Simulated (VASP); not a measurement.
# GaN (P1) in VASP: single point with PBE

Aim: the single point of GaN with PBE.

Everything below comes from runs of VASP 6.6.1. Logs are shortened: lines on timing, memory, paths and dates and some standing lists are left out, and cuts for length are marked.

## (1) The cell of the first run

The typed cell holds 4 atoms: a = 3.218 Å, b = 3.218 Å, c = 5.243 Å, α = 90.00°, β = 90.00°, γ = 120.00°.

## (2) Single point, PBE (all N atoms moved 0.2 Å in one direction)

The input, INCAR:

```
SYSTEM = GaN
ALGO = Normal
EDIFF = 1E-6
ENCUT = 520
GGA = PE
ISIF = 2
ISMEAR = 0
LASPH = .TRUE.
LCHARG = .TRUE.
LELF = .TRUE.
LREAL = .FALSE.
LVHAR = .TRUE.
LWAVE = .FALSE.
NBANDS = 26
NELM = 60
PREC = Accurate
SIGMA = 0.05
```

The input, KPOINTS:

```
k-points
0
G
  12 12 4
  0 0 0
```

The input, POSCAR:

```
GaN
1.0
    3.2184289164      0.0000000000      0.0000000000
   -1.6092144582      2.7872412019      0.0000000000
    0.0000000000      0.0000000000      5.2430304702
Ga N
2 2
Direct
    0.3397941909      0.6748024812      0.9806137755
    0.6731275243      0.3414691479      0.4806137755
    0.3268724757      0.6585308521      0.3943862245
    0.6602058091      0.3251975188      0.8943862245
```

Potentials or basis: VASP PAW PBE potentials, release 64 (Ga_d, N).

Command:

```sh
$ cat potpaw_PBE.64/Ga_d/POTCAR potpaw_PBE.64/N/POTCAR > POTCAR
$ mpirun -np 1 vasp_std > vasp.out
```

OUTCAR:

```text
SYSTEM = GaN
   EDIFF = 1E-6
   ENCUT = 520
   GGA = PE
   ISIF = 2
   ISMEAR = 0
   LASPH = .TRUE.
   LREAL = .FALSE.
   NELM = 60
   PREC = Accurate

 ion  position               nearest neighbor table
   1  0.340  0.675  0.981-   4 1.87   4 1.92   4 1.95   3 2.17
   2  0.673  0.341  0.481-   3 1.88   3 1.90   3 1.96   4 2.17
   3  0.327  0.659  0.394-   2 1.88   2 1.90   2 1.96   1 2.17
   4  0.660  0.325  0.894-   1 1.87   1 1.92   1 1.95   2 2.17

  LATTYP: Found a hexagonal cell.
 ALAT       =     3.2184289164
 C/A-ratio  =     1.6290651763

  Lattice vectors:

 A1 = (   3.2184289164,   0.0000000000,   0.0000000000)
 A2 = (  -1.6092144582,   2.7872412019,   0.0000000000)
 A3 = (   0.0000000000,   0.0000000000,   5.2430304702)

Analysis of symmetry for initial positions (statically):
=====================================================================
 Subroutine PRICEL returns:
 Original cell was already a primitive cell.

 Routine SETGRP: Setting up the symmetry group for a
 hexagonal supercell.

 Subroutine GETGRP returns: Found  1 space group operations
 (whereof  1 operations were pure point group operations)
 out of a pool of 24 trial point group operations.

The static configuration has the point symmetry C_1 .

Analysis of symmetry for dynamics (positions and initial velocities):
=====================================================================
 Subroutine PRICEL returns:
 Original cell was already a primitive cell.

 Routine SETGRP: Setting up the symmetry group for a
 hexagonal supercell.

 Subroutine GETGRP returns: Found  1 space group operations
 (whereof  1 operations were pure point group operations)
 out of a pool of 24 trial point group operations.

The dynamic configuration has the point symmetry C_1 .

 Subroutine INISYM returns: Found  1 space group operations
 (whereof  1 operations are pure point group operations),
 and found     1 'primitive' translations

----------------------------------------------------------------------------------------

                                     Primitive cell

  volume of cell :      47.0328

  direct lattice vectors                    reciprocal lattice vectors
     3.218428916  0.000000000  0.000000000     0.310710606  0.179388852  0.000000000
    -1.609214458  2.787241202  0.000000000     0.000000000  0.358777704  0.000000000
     0.000000000  0.000000000  5.243030470     0.000000000  0.000000000  0.190729389

  length of vectors
     3.218428916  3.218428916  5.243030470     0.358777704  0.358777704  0.190729389

  position of ions in fractional coordinates (direct lattice)
     0.339794191  0.674802481  0.980613775
     0.673127524  0.341469148  0.480613775
     0.326872476  0.658530852  0.394386225
     0.660205809  0.325197519  0.894386225

  ion indices of the primitive-cell ions
   primitive index   ion index
                 1           1
                 2           2
                 3           3
                 4           4

----------------------------------------------------------------------------------------

 KPOINTS: k-points

Automatic generation of k-mesh.
 Grid dimensions read from file:
 generate k-points for:   12   12    4

 Generating k-lattice:

  Cartesian coordinates                     Fractional coordinates (reciprocal lattice)
     0.025892551  0.014949071  0.000000000     0.083333333 -0.000000000  0.000000000
     0.000000000  0.029898142  0.000000000     0.000000000  0.083333333  0.000000000
     0.000000000  0.000000000  0.047682347     0.000000000  0.000000000  0.250000000

  Length of vectors
     0.029898142  0.029898142  0.047682347

  Shift w.r.t. Gamma in fractional coordinates (k-lattice)
     0.000000000  0.000000000  0.000000000

 Subroutine IBZKPT returns following result:
 ===========================================

 Found    292 irreducible k-points:

 Following reciprocal coordinates:
            Coordinates               Weight
  0.000000  0.000000  0.000000      1.000000
  0.083333  0.000000  0.000000      2.000000
  0.000000  0.083333  0.000000      2.000000
 -0.083333  0.083333  0.000000      2.000000
  0.166667  0.000000  0.000000      2.000000
  0.000000  0.166667  0.000000      2.000000
[... 16 lines left out ...]
  0.166667  0.083333  0.000000      2.000000
 -0.083333  0.250000  0.000000      2.000000
 [... further k-points ...]
   k-points           NKPTS =    292   k-points in BZ     NKDIM =    292   number of bands    NBANDS=     26
   number of dos      NEDOS =    301   number of ions     NIONS =      4
   total plane-waves  NPLWV =  23040
   dimension x,y,z NGX =    24 NGY =   24 NGZ =   40
   dimension x,y,z NGXF=    48 NGYF=   48 NGZF=   80
   ions per type =               2   2
   NGX,Y,Z   is equivalent  to a cutoff of  12.40, 12.40, 12.68 a.u.
   NGXF,Y,Z  is equivalent  to a cutoff of  24.79, 24.79, 25.37 a.u.
 SYSTEM =  GaN
   PREC   = accura    normal or accurate (medium, high low for compatibility)
   ISTART =      0    job   : 0-new  1-cont  2-samecut
   ICHARG =      2    charge: 1-file 2-atom 10-const
   ISPIN  =      1    spin polarized calculation?
   LNONCOLLINEAR =      F non collinear calculations
   LSORBIT =      F    spin-orbit coupling
   LASPH  =      T    aspherical Exc in radial PAW
   ENCUT  =  520.0 eV  38.22 Ry    6.18 a.u.   5.98  5.98  9.75*2*pi/ulx,y,z
   NELM   =     60;   NELMIN=  2; NELMDL= -5     # of ELM steps
   EDIFF  = 0.1E-05   stopping-criterion for ELM
   LREAL  =      F    real-space projection
   EDIFFG = 0.1E-04   stopping-criterion for IOM
   NSW    =      0    number of steps for IOM
   IBRION =     -1    ionic relax: 0-MD 1-quasi-New 2-CG
   NFREE  =      0    steps in history (QN), initial steepest desc. (CG)
   ISIF   =      2    stress and relaxation
   ISYM   =      2    0-nonsym 1-usesym 2-fastsym
   POTIM  = 0.5000    time-step for ionic-motion
   TEBEG  =    0.0;   TEEND  =   0.0 temperature during run
   PSTRESS=    0.0 pullay stress
   NELECT =      36.0000    total number of electrons
   NUPDOWN=      -1.0000    fix difference up-down
   EMIN   =  10.00;   EMAX   =-10.00  energy-range for DOS
   EFERMI =   0.00;   METHOD = LEGACY
   ISMEAR =     0;   SIGMA  =   0.05  broadening in eV -4-tet -1-fermi 0-gaus
   EFERMI_NEDOS =   21; number of points for ismear=-14 and -15
   IALGO  =     38    algorithm
   IMIX   =      4    mixing-type and parameters
     AMIX     =   0.40;   BMIX     =  1.00
     AMIX_MAG =   1.60;   BMIX_MAG =  1.00
  volume/ion in A,a.u.               =      11.76        79.35
  Fermi-wavevector in a.u.,A,eV,Ry     =   1.497529  2.829920 30.512351  2.242595
  Thomas-Fermi vector in A             =   2.609406
   LORBIT       =      0    0 simple, 1 ext, 2 COOP (PROOUT), +10 PAW based schemes
   GGA     = PE    functional components
   LHFCALC =     F    Hartree Fock is set to
   AEXX    =    0.0000 exact exchange contribution
   IVDW    =     0    specifies the selected vdW correction
   LEPSILON=     F    determine dielectric tensor
   LRPA    =     F    only Hartree local field effects (RPA)
 non-spin polarized calculation
 Gauss-broadening in eV      SIGMA  =   0.05
  energy-cutoff  :      520.00
  volume of cell :       47.03
 maximum number of plane-waves:      1290
   NGX = 11   NGY = 11   NGZ = 19

 number of electron      36.0000018 magnetization

 Free energy of the ion-electron system (eV)
  ---------------------------------------------------
  ext. energy  EPLUGINS =         0.00000000
  ---------------------------------------------------
  free energy    TOTEN  =       -24.00951526 eV

  energy without entropy =      -24.00951526  energy(sigma->0) =      -24.00951526

 E-fermi :   5.5485     XC(G=0): -11.5075

 val. band max:        5.2710476710   @ k =   0.0000   0.0000   0.0000
 cond. band min:       6.7975572016   @ k =   0.0000   0.0000   0.0000
 fundamental gap:      1.5265095306
 Fermi energy:         5.5484697368

 k-point     1 :       0.0000    0.0000    0.0000
  band No.  band energies     occupation
      1     -10.8421      2.00000
      2     -10.1035      2.00000
      3      -8.4713      2.00000
      4      -8.4673      2.00000
      5      -8.4277      2.00000
      6      -8.4269      2.00000
[... 18 lines left out ...]
     25      16.3450      0.00000
     26      16.3548      0.00000

 k-point     2 :       0.0833    0.0000    0.0000
  band No.  band energies     occupation
      1     -10.7748      2.00000
      2     -10.0775      2.00000
      3      -8.4727      2.00000
      4      -8.4547      2.00000
      5      -8.4220      2.00000
      6      -8.4117      2.00000
[... 18 lines left out ...]
     25      16.0146      0.00000
     26      16.5611      0.00000

 k-point     3 :       0.0000    0.0833    0.0000
  band No.  band energies     occupation
      1     -10.7749      2.00000
      2     -10.0776      2.00000
      3      -8.4701      2.00000
      4      -8.4576      2.00000
      5      -8.4211      2.00000
      6      -8.4119      2.00000
[... 18 lines left out ...]
     25      16.0211      0.00000
     26      16.5543      0.00000

 k-point     4 :      -0.0833    0.0833    0.0000
  band No.  band energies     occupation
      1     -10.7747      2.00000
      2     -10.0773      2.00000
      3      -8.4756      2.00000
      4      -8.4513      2.00000
      5      -8.4232      2.00000
      6      -8.4115      2.00000
[... 18 lines left out ...]
     25      16.0051      0.00000
     26      16.5713      0.00000

 k-point     5 :       0.1667    0.0000    0.0000
  band No.  band energies     occupation
      1     -10.5924      2.00000
      2     -10.0121      2.00000
      3      -8.4623      2.00000
      4      -8.4221      2.00000
      5      -8.3963      2.00000
      6      -8.3716      2.00000
[... 18 lines left out ...]
     25      15.7689      0.00000
     26      17.0700      0.00000

 k-point     6 :       0.0000    0.1667    0.0000
  band No.  band energies     occupation
      1     -10.5927      2.00000
      2     -10.0125      2.00000
      3      -8.4594      2.00000
      4      -8.4258      2.00000
      5      -8.3948      2.00000
      6      -8.3713      2.00000
[... 427 lines left out ...]
 k-point    21 :      -0.0833    0.1667    0.0000
  band No.  band energies     occupation
      1     -10.6497      2.00000
      2     -10.0318      2.00000
      3      -8.4686      2.00000
      4      -8.4326      2.00000
      5      -8.4065      2.00000
      6      -8.3828      2.00000
[... 18 lines left out ...]
     25      15.6024      0.00000
     26      17.0492      0.00000

 k-point    22 :      -0.1667    0.0833    0.0000
  band No.  band energies     occupation
      1     -10.6494      2.00000
      2     -10.0314      2.00000
      3      -8.4710      2.00000
      4      -8.4287      2.00000
      5      -8.4088      2.00000
      6      -8.3826      2.00000
[... 18 lines left out ...]
     25      15.5518      0.00000
     26      17.0582      0.00000

 k-point    23 :       0.1667    0.0833    0.0000
  band No.  band energies     occupation
      1     -10.4392      2.00000
      2      -9.9632      2.00000
      3      -8.4428      2.00000
      4      -8.4064      2.00000
      5      -8.3702      2.00000
      6      -8.3322      2.00000
[... 18 lines left out ...]
     25      16.1164      0.00000
     26      17.7136      0.00000

 k-point    24 :      -0.0833    0.2500    0.0000
  band No.  band energies     occupation
      1     -10.4390      2.00000
      2      -9.9625      2.00000
      3      -8.4445      2.00000
      4      -8.4053      2.00000
      5      -8.3699      2.00000
      6      -8.3320      2.00000
[... 18 lines left out ...]
     25      16.1048      0.00000
     26      17.7035      0.00000

 [... further k-points ...]

------------------------ aborting loop because EDIFF is reached ----------------------------------------

  FORCE on cell =-STRESS in cart. coord.  units (eV):
  Direction    XX          YY          ZZ          XY          YZ          ZX
  --------------------------------------------------------------------------------------
  -------------------------------------------------------------------------------------
  Total        1.8454147      1.9386811     -1.2515606      0.0353249     -0.4120611     -0.1399702
  in kB       62.8642449     66.0413732    -42.6345442      1.2033467    -14.0369036     -4.7680999
  external PRESSURE =      28.7570246 kB  Pullay stress =       0.0000000 kB

 VOLUME and BASIS-vectors are now :
 -----------------------------------------------------------------------------
  energy-cutoff  :      520.00
  volume of cell :       47.03
      direct lattice vectors                 reciprocal lattice vectors
     3.218428916  0.000000000  0.000000000     0.310710606  0.179388852  0.000000000
    -1.609214458  2.787241202  0.000000000     0.000000000  0.358777704  0.000000000
     0.000000000  0.000000000  5.243030470     0.000000000  0.000000000  0.190729389

 POSITION                                       TOTAL-FORCE (eV/Angst)
 -----------------------------------------------------------------------------------
      0.00770      1.88084      5.14139        -0.214564     -0.802437      1.198023
      1.61692      0.95176      2.51987        -0.294873     -0.697683      1.196170
     -0.00770      1.83548      2.06778         0.296278      0.695889     -1.196181
      1.60151      0.90640      4.68929         0.213160      0.804232     -1.198012
 -----------------------------------------------------------------------------------
    total drift:                                0.000314      0.000628     -0.000021

  FREE ENERGIE OF THE ION-ELECTRON SYSTEM (eV)
  ---------------------------------------------------
  free  energy   TOTEN  =       -24.0095152602 eV

  energy  without entropy=      -24.0095152602  energy(sigma->0) =      -24.00951526
```

Run time: 2.3 min. Hardware: 1 thread of Intel Xeon Platinum 8488C (Sapphire Rapids), shared host; peak memory 0.39 GiB.

Results:

* Free energy: -24.0095 eV
* Pressure: 2.9 GPa
* Largest force: 1.459 eV/Å
* Band gap on the k mesh: 1.53 eV

Forces on the atoms (eV/Å):
```
Ga  -0.215 -0.802  1.198
Ga  -0.295 -0.698  1.196
N    0.296  0.696 -1.196
N    0.213  0.804 -1.198
```

Stress tensor (GPa, compression positive):
```
 6.29  0.12 -0.48
 0.12  6.60 -1.40
-0.48 -1.40 -4.26
```

Caveat: the cell differs from its parent crystal (all N atoms moved 0.2 Å in one direction); the stress differs along the axes, from -4 to 7 GPa; forces of over 1 eV/Å act on the atoms, so gaps and moduli don't describe the material at rest.
